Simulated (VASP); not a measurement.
Wanted: the native input for a VASP 6.6.1 run.

| Property | Result |
| --- | --- |
| Task | relaxation of cell and atoms |
| Functional | PBEsol |
| Potentials or basis | VASP PAW PBE potentials, release 64 (Al, N) |
| Cutoff | 600 eV |
| k mesh | 10 × 10 × 10 |
| Occupations | gaussian, width 0.02 eV |
| Spin | no spin polarisation |
| Dipole correction | no |
| Further INCAR settings | ALGO = Normal; EDIFF = 1e-07; IBRION = 2; EDIFFG = -0.002; NSW = 100; ISIF = 3 |

The structure of AlN lies in POSCAR:

```
AlN
1.0
    0.0000000000      2.0345180000      2.0345180000
    2.0345180000      0.0000000000      2.0345180000
    2.0345180000      2.0345180000      0.0000000000
Al N
1 1
Direct
    0.5000000000      0.5000000000      0.5000000000
    0.0000000000      0.0000000000      0.0000000000
```

One way to write it, as run:

INCAR

```
PREC = Accurate
ENCUT = 600
EDIFF = 1E-7
ISMEAR = 0
SIGMA = 0.02
LREAL = F
LASPH = T
NELM = 120
ALGO = Normal
ISIF = 3
LWAVE = F
LCHARG = F
GGA = PS
IBRION = 2
NSW = 100
EDIFFG = -0.002
GGA_COMPAT = F
NELMIN = 4
```

KPOINTS

```
regular mesh
0
Gamma
  10 10 10
```

Potentials or basis: VASP PAW PBE potentials, release 64 (Al, N).

The run is started by

```bash
$ cat potpaw_PBE.64/Al/POTCAR potpaw_PBE.64/N/POTCAR > POTCAR
$ mpirun -np 1 vasp_std > vasp.out
```

Results of the run:

```json
{
 "Relaxed volume": "8.27 Å³/atom",
 "Relaxed cell": "a = 2.859 Å, b = 2.859 Å, c = 2.859 Å, α = 60.00°, β = 60.00°, γ = 60.00°",
 "Space group after relaxing (to 0.1 Å)": "Fm-3m (No. 225)",
 "Energy gained by relaxing": "2.3 meV/atom",
 "Ionic steps": "3",
 "Pressure after relaxing": "0.0 GPa",
 "Band gap on the k mesh": "4.55 eV (least direct gap 5.66 eV)"
}
```

Caveat: the PAW data sets were made with another functional, which shifts forces and pressure a little.

It took 10 s on 1 thread of Intel(R) Xeon(R) Platinum 8488C (Sapphire Rapids) (shared host), peak memory 0.13 GiB.
